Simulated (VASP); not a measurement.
# Y2GeH2 in VASP: single point with PBE

Aim: the single point of Y2GeH2 with PBE.

Everything below comes from runs of VASP 6.6.1. Logs are shortened: lines on timing, memory, paths and dates and some standing lists are left out, and cuts for length are marked.

## (1) The cell of the first run

The typed cell holds 5 atoms: a = 3.866 Å, b = 3.866 Å, c = 6.342 Å, α = 90.00°, β = 90.00°, γ = 60.00°.

## (2) Single point, PBE

Contents of POSCAR:

```
Y2GeH2
1.0
    1.9329050000      3.3478870000      0.0000000000
   -1.9329050000      3.3478870000      0.0000000000
    0.0000000000      0.0000000000      6.3421650000
H Y Ge
2 2 1
Direct
    0.3333000000      0.3334000000      0.6070000000
    0.6667000000      0.6666000000      0.3930000000
    0.3333000000      0.3334000000      0.2265000000
    0.6667000000      0.6666000000      0.7735000000
    0.0000000000      0.0000000000      0.0000000000
```

Contents of INCAR.step1:

```
PREC = Accurate
ENCUT = 520
EDIFF = 1E-6
ISMEAR = 1
SIGMA = 0.1313
LREAL = False
LASPH = True
NELM = 80
ALGO = Normal
ISIF = 2
LWAVE = False
LCHARG = True
LMAXMIX = 4
GGA = PE
NBANDS = 27
```

Contents of KPOINTS.step1:

```
regular mesh
0
Gamma
  8 8 4
```

Contents of INCAR.step2:

```
PREC = Accurate
ENCUT = 520
EDIFF = 1E-6
ISMEAR = -5
SIGMA = 0.1313
LREAL = False
LASPH = True
NELM = 80
ALGO = Normal
ISIF = 2
LWAVE = False
LCHARG = False
LMAXMIX = 4
GGA = PE
LORBIT = 10
NEDOS = 1001
ICHARG = 11
```

Contents of KPOINTS.step2:

```
regular mesh
0
Gamma
  12 12 6
```

Potentials or basis: VASP PAW PBE potentials, release 64 (H, Y_sv, Ge_d).

Command:

```console
$ cat potpaw_PBE.64/H/POTCAR potpaw_PBE.64/Y_sv/POTCAR potpaw_PBE.64/Ge_d/POTCAR > POTCAR
$ cp INCAR.step1 INCAR
$ cp KPOINTS.step1 KPOINTS
$ mpirun -np 1 vasp_std > vasp.out
$ cp INCAR.step2 INCAR
$ cp KPOINTS.step2 KPOINTS
$ mpirun -np 1 vasp_std > vasp.out
```

OUTCAR:

```text
PREC = Accurate
   ENCUT = 520
   EDIFF = 1E-6
   ISMEAR = -5
   LREAL = False
   LASPH = True
   NELM = 80
   ISIF = 2
   GGA = PE
   LORBIT = 10
   ICHARG = 11

 ion  position               nearest neighbor table
   1  0.333  0.333  0.607-   3 2.41   4 2.47   4 2.47   4 2.47
   2  0.667  0.667  0.393-   4 2.41   3 2.47   3 2.47   3 2.47
   3  0.333  0.333  0.227-   1 2.41   2 2.47   2 2.47   2 2.47   5 2.65   5 2.65   5 2.65   4 3.64
                             4 3.64   4 3.64   4 4.12   4 4.12   4 4.13
   4  0.667  0.667  0.773-   2 2.41   1 2.47   1 2.47   1 2.47   5 2.65   5 2.65   5 2.65   3 3.64
                             3 3.64   3 3.64   3 4.12   3 4.12   3 4.13
   5  0.000  0.000  0.000-   4 2.65   3 2.65   4 2.65   3 2.65   4 2.65   3 2.65

  LATTYP: Found a hexagonal cell.
 ALAT       =     3.8658076910
 C/A-ratio  =     1.6405795391

  Lattice vectors:

 A1 = (   1.9329050000,  -3.3478870000,   0.0000000000)
 A2 = (   1.9329050000,   3.3478870000,   0.0000000000)
 A3 = (   0.0000000000,   0.0000000000,   6.3421650000)

Analysis of symmetry for initial positions (statically):
=====================================================================
 Subroutine PRICEL returns:
 Original cell was already a primitive cell.

 Routine SETGRP: Setting up the symmetry group for a
 hexagonal supercell.

 Subroutine GETGRP returns: Found  4 space group operations
 (whereof  4 operations were pure point group operations)
 out of a pool of 24 trial point group operations.

The static configuration has the point symmetry C_2h.

Analysis of symmetry for dynamics (positions and initial velocities):
=====================================================================
 Subroutine PRICEL returns:
 Original cell was already a primitive cell.

 Routine SETGRP: Setting up the symmetry group for a
 hexagonal supercell.

 Subroutine GETGRP returns: Found  4 space group operations
 (whereof  4 operations were pure point group operations)
 out of a pool of 24 trial point group operations.

The dynamic configuration has the point symmetry C_2h.

 Subroutine INISYM returns: Found  4 space group operations
 (whereof  4 operations are pure point group operations),
 and found     1 'primitive' translations

----------------------------------------------------------------------------------------

                                     Primitive cell

  volume of cell :      82.0822

  direct lattice vectors                    reciprocal lattice vectors
     1.932905000  3.347887000  0.000000000     0.258678000  0.149347932  0.000000000
[... 109 lines left out ...]
   ISMEAR =    -5;   SIGMA  =   0.13  broadening in eV -4-tet -1-fermi 0-gaus
   EFERMI_NEDOS =   21; number of points for ismear=-14 and -15
   IALGO  =     38    algorithm
   IMIX   =      4    mixing-type and parameters
     AMIX     =   0.40;   BMIX     =  1.00
     AMIX_MAG =   1.60;   BMIX_MAG =  1.00
  volume/ion in A,a.u.               =      16.42       110.78
  Fermi-wavevector in a.u.,A,eV,Ry     =   1.266445  2.393234 21.822161  1.603884
  Thomas-Fermi vector in A             =   2.399646
   LORBIT       =     10    0 simple, 1 ext, 2 COOP (PROOUT), +10 PAW based schemes
   GGA     = PE    functional components
   LHFCALC =     F    Hartree Fock is set to
   AEXX    =    0.0000 exact exchange contribution
   IVDW    =     0    specifies the selected vdW correction
   LEPSILON=     F    determine dielectric tensor
   LRPA    =     F    only Hartree local field effects (RPA)
 non-spin polarized calculation
 Fermi weights with tetrahedron method with Bloechl corrections
  energy-cutoff  :      520.00
  volume of cell :       82.08
 maximum number of plane-waves:      2235
 NGX is ok and might be reduce to    30

 number of electron      37.9999995 magnetization

 Free energy of the ion-electron system (eV)
  ---------------------------------------------------
  ext. energy  EPLUGINS =         0.00000000
  ---------------------------------------------------
  free energy    TOTEN  =       -26.36304680 eV

  energy without entropy =      -26.36304680  energy(sigma->0) =      -26.36304680

 E-fermi :   3.4309     XC(G=0): -10.0595

 val. band max:        3.5094615290   @ k =   0.0000   0.0833   0.1667
 cond. band min:       3.3615641999   @ k =   0.4167   0.5000   0.0000
 fundamental gap:     -0.1478973292
 Fermi energy:         3.4309383108

 k-point     1 :       0.0000    0.0000    0.0000
  band No.  band energies     occupation
      1     -38.3122      2.00000
      2     -38.2731      2.00000
      3     -19.4923      2.00000
      4     -19.4922      2.00000
      5     -19.3589      2.00000
      6     -19.3132      2.00000
[... 613 lines left out ...]
     22       6.9971      0.00000
     23       7.8450      0.00000

 [... further k-points ...]

------------------------ aborting loop because EDIFF is reached ----------------------------------------

  FORCE on cell =-STRESS in cart. coord.  units (eV):
  Direction    XX          YY          ZZ          XY          YZ          ZX
  --------------------------------------------------------------------------------------
  -------------------------------------------------------------------------------------
  Total        7.6144839      7.6091427      6.2979382     -0.0046151     -0.0042352      0.0073356
  in kB      148.6285431    148.5242876    122.9306399     -0.0900829     -0.0826669      0.1431851
  external PRESSURE =     140.0278235 kB  Pullay stress =       0.0000000 kB

 VOLUME and BASIS-vectors are now :
 -----------------------------------------------------------------------------
  energy-cutoff  :      520.00
  volume of cell :       82.08
      direct lattice vectors                 reciprocal lattice vectors
     1.932905000  3.347887000  0.000000000     0.258678000  0.149347932  0.000000000
    -1.932905000  3.347887000  0.000000000    -0.258678000  0.149347932  0.000000000
     0.000000000  0.000000000  6.342165000     0.000000000  0.000000000  0.157674863

 POSITION                                       TOTAL-FORCE (eV/Angst)
 -----------------------------------------------------------------------------------
     -0.00019      2.23204      3.84969         0.000200     -0.000115      0.124717
      0.00019      4.46374      2.49247        -0.000200      0.000115     -0.124717
     -0.00019      2.23204      1.43650         0.001766     -0.001020      3.585426
      0.00019      4.46374      4.90566        -0.001766      0.001020     -3.585426
      0.00000      0.00000      0.00000         0.000000      0.000000      0.000000
 -----------------------------------------------------------------------------------
    total drift:                               -0.000000      0.000000     -0.000000

  FREE ENERGIE OF THE ION-ELECTRON SYSTEM (eV)
  ---------------------------------------------------
  free  energy   TOTEN  =       -26.3630467986 eV

  energy  without entropy=      -26.3630467986  energy(sigma->0) =      -26.36304680

 total charge

# of ion       s       p       d       f       tot
--------------------------------------------------
    1        0.518   0.003   0.000   0.000   0.521
    2        0.518   0.003   0.000   0.000   0.521
    3        2.198   6.449   1.087   0.044   9.778
    4        2.198   6.449   1.087   0.044   9.778
    5        1.184   1.626   9.975   0.000  12.785
--------------------------------------------------
tot          6.616  14.531  12.149   0.087  33.384
```

OUTCAR.step1:

```text
PREC = Accurate
   ENCUT = 520
   EDIFF = 1E-6
   ISMEAR = 1
   LREAL = False
[... 956 lines left out ...]
      0.00019      4.46374      2.49247        -0.000412      0.000238     -0.122437
     -0.00019      2.23204      1.43650         0.001903     -0.001099      3.564347
      0.00019      4.46374      4.90566        -0.001903      0.001099     -3.564347
      0.00000      0.00000      0.00000         0.000000      0.000000      0.000000
 -----------------------------------------------------------------------------------
    total drift:                               -0.000000      0.000000     -0.000000

  FREE ENERGIE OF THE ION-ELECTRON SYSTEM (eV)
  ---------------------------------------------------
  free  energy   TOTEN  =       -26.3603055283 eV

  energy  without entropy=      -26.3598831453  energy(sigma->0) =      -26.36016473
```

OSZICAR.step1:

```text
N       E                     dE             d eps       ncg     rms          rms(c)
DAV:   1     0.285919996093E+03    0.28592E+03   -0.18764E+04  5043   0.238E+03
DAV:   2     0.123841943582E+02   -0.27354E+03   -0.26409E+03  4466   0.638E+02
DAV:   3    -0.245423651829E+02   -0.36927E+02   -0.36410E+02  5074   0.133E+02
DAV:   4    -0.288402287619E+02   -0.42979E+01   -0.42852E+01  7957   0.357E+01
DAV:   5    -0.288938227014E+02   -0.53594E-01   -0.53549E-01  5378   0.392E+00    0.517E+01
DAV:   6    -0.266515385800E+02    0.22423E+01   -0.45870E+00  6382   0.157E+01    0.322E+01
DAV:   7    -0.264373261875E+02    0.21421E+00   -0.40005E+00  5331   0.144E+01    0.683E+00
DAV:   8    -0.263619708766E+02    0.75355E-01   -0.10710E+00  5449   0.409E+01    0.174E+00
DAV:   9    -0.263595234895E+02    0.24474E-02   -0.19040E-01  6093   0.565E+00    0.692E-01
DAV:  10    -0.263602920640E+02   -0.76857E-03   -0.17687E-02  5228   0.985E-01    0.367E-01
DAV:  11    -0.263603098327E+02   -0.17769E-04   -0.10793E-03  6145   0.238E-01    0.826E-02
DAV:  12    -0.263602997803E+02    0.10052E-04   -0.13704E-04  5506   0.162E-01    0.268E-02
DAV:  13    -0.263603045407E+02   -0.47604E-05   -0.17034E-05  5845   0.467E-02    0.144E-02
DAV:  14    -0.263603056216E+02   -0.10809E-05   -0.64479E-06  5438   0.194E-02    0.521E-03
DAV:  15    -0.263603055283E+02    0.93318E-07   -0.77893E-07  3051   0.824E-03
   1 F= -.26360306E+02 E0= -.26360165E+02  d E =-.422383E-03
```

It took 4.9 min on 1 thread of Intel Xeon 6975P-C (Granite Rapids), shared host; peak memory 0.59 GiB.

What came out:

| Quantity | Value |
| --- | --- |
| Valence electrons inside the program's atomic spheres | H 0.52; Y 9.78; Ge 12.79 |

Levels at points of the mesh, in eV from the Fermi level:
| k point | band 15 | band 16 | band 17 | band 18 | band 19 | band 20 | band 21 | band 22 | band 23 |
| --- | --- | --- | --- | --- | --- | --- | --- | --- | --- |
| (0.00, 0.00, 0.00) | -4.31 | -4.03 | -0.41 | -0.41 | 1.01 | 1.95 | 2.19 | 2.19 | 2.82 |
| (0.50, 0.00, 0.00) | -4.31 | -3.11 | -1.80 | -0.80 | -0.50 | -0.25 | 4.19 | 4.30 | 4.39 |
| (0.00, 0.50, 0.00) | -4.31 | -3.11 | -1.80 | -0.80 | -0.50 | -0.25 | 4.19 | 4.30 | 4.40 |
| (0.00, 0.00, 0.50) | -5.59 | -1.96 | -1.40 | -0.50 | -0.50 | 1.91 | 1.91 | 3.51 | 3.54 |
| (0.50, 0.00, 0.50) | -3.67 | -3.14 | -2.72 | -0.99 | -0.36 | 0.25 | 3.21 | 3.32 | 4.10 |
| (0.00, 0.50, 0.50) | -3.67 | -3.14 | -2.72 | -0.98 | -0.36 | 0.25 | 3.21 | 3.32 | 4.10 |

Caveat: tetrahedron occupations give inexact forces and stress in metals.
